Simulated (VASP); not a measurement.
# KTaO3: relaxation of cell and atoms with BLYP+D4

Crystal: KTaO3.

```
Ta K O
1.0
     3.98830    0.00000    0.00000
     0.00000    3.98830    0.00000
     0.00000    0.00000    3.98830
Ta K O
1 1 3
Direct
  0.00000 0.00000 0.00000
  0.50000 0.50000 0.50000
  0.00000 0.00000 0.50000
  0.00000 0.50000 0.00000
  0.50000 0.00000 0.00000
```

| Property | Result |
| --- | --- |
| Program | VASP 6.6.1 |
| Task | relaxation of cell and atoms |
| Functional | BLYP |
| Dispersion | D4 |
| Potentials or basis | VASP PAW PBE potentials, release 64 (Ta_pv, K_sv, O) |
| Cutoff | 600 eV |
| k mesh | 7 × 7 × 7 |
| Occupations | fermi-dirac, width 0.05 eV |
| Spin | no spin polarisation |
| Dipole correction | no |
| Further INCAR settings | ALGO = Normal; EDIFF = 1e-07; IBRION = 2; EDIFFG = -0.01; NSW = 60; ISIF = 3 |

| Quantity | Value |
| --- | --- |
| Relaxed volume | 13.17 Å³/atom |
| Relaxed cell | a = 4.039 Å, b = 4.039 Å, c = 4.039 Å, α = 90.00°, β = 90.00°, γ = 90.00° |
| Space group after relaxing (to 0.05 Å) | Pm-3m (No. 221) |
| Energy gained by relaxing | 10.8 meV/atom |
| Ionic steps | 3 |
| Pressure after relaxing | -0.1 GPa |
| Band gap on the k mesh | 2.19 eV, indirect (least direct gap 2.76 eV) |
| Dispersion energy per atom | -0.282 eV |

Step by step:
| step | energy change (eV) | largest force (eV/Å) | pressure (GPa) | volume (Å³) |
| --- | --- | --- | --- | --- |
| 1 | 0.0000 | 0.0000 | 7.48 | 63.44 |
| 2 | 0.0274 | 0.0000 | -7.87 | 69.03 |
| 3 | -0.0542 | 0.0000 | -0.08 | 65.87 |

Final structure:
```cif
data_structure
_symmetry_space_group_name_H-M 'P 1'
_symmetry_Int_Tables_number 1
_cell_length_a 4.0386
_cell_length_b 4.0386
_cell_length_c 4.0386
_cell_angle_alpha 90.000
_cell_angle_beta 90.000
_cell_angle_gamma 90.000
_cell_volume 65.87
loop_
_atom_site_label
_atom_site_type_symbol
_atom_site_fract_x
_atom_site_fract_y
_atom_site_fract_z
_atom_site_occupancy
Ta1 Ta 0.00000 0.00000 0.00000 1
K1 K 0.50000 0.50000 0.50000 1
O1 O 0.00000 0.00000 0.50000 1
O2 O 0.00000 0.50000 0.00000 1
O3 O 0.50000 0.00000 0.00000 1
```

Levels at points of the mesh, in eV from the valence-band top:
| k point | band 17 | band 18 | band 19 | band 20 | band 21 | band 22 |
| --- | --- | --- | --- | --- | --- | --- |
| (0.00, 0.00, 0.00) | -0.57 | -0.57 | -0.57 | 2.19 | 2.19 | 2.19 |

Wall time 82 s on 1 thread of Intel(R) Xeon(R) 6975P-C (Granite Rapids), with other jobs on the host, peak memory 0.2 GiB.

Caveat: the PAW data sets were made with another functional, which shifts forces and pressure a little; spin-orbit coupling is left out, which moves the levels of the heavy elements. Zero-point motion and thermal expansion aren't in these numbers.
